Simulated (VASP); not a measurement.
A run of VASP 6.6.1 is set up as follows.

File INCAR:

```
SYSTEM = Mo
PREC = Accurate ; ENCUT = 520
EDIFF = 1E-7 ; ISMEAR = -1
SIGMA = 0.1 ; LREAL = .False.
LASPH = .True. ; NELM = 80
ALGO = Normal ; ISIF = 2
LWAVE = .False. ; LCHARG = .False.
GGA = CA ; NBANDS = 36
```

File KPOINTS:

```
regular mesh
0
Gamma
  13 13 4
  0 0 0
```

File POSCAR:

```
Mo
1.0
    2.7342057809      0.0000000000      0.0000000000
   -1.3671028904      2.3678916654      0.0000000000
    0.0000000000      0.0000000000      9.4415579723
Mo
4
Direct
    1.0000000000      0.0000000000      0.0000000000
    1.0000000000      0.0000000000      0.5000000000
    0.3333333333      0.6666666667      0.2500000000
    0.6666666667      0.3333333333      0.7500000000
```

Potentials or basis: VASP PAW LDA potentials, release 64 (Mo_sv).

The run is started by

```bash
$ cat potpaw_LDA.64/Mo_sv/POTCAR > POTCAR
$ mpirun -np 1 vasp_std > vasp.out
```

Q: Predict the band gap on the k mesh.

A: Zero (bands 28 and 29 overlap by 1.87 eV).

Q: Predict the pressure.

A: 1.1 GPa.

Stress tensor (GPa, compression positive):
```
1.16 0.00 0.00
0.00 1.16 0.00
0.00 0.00 0.95
```
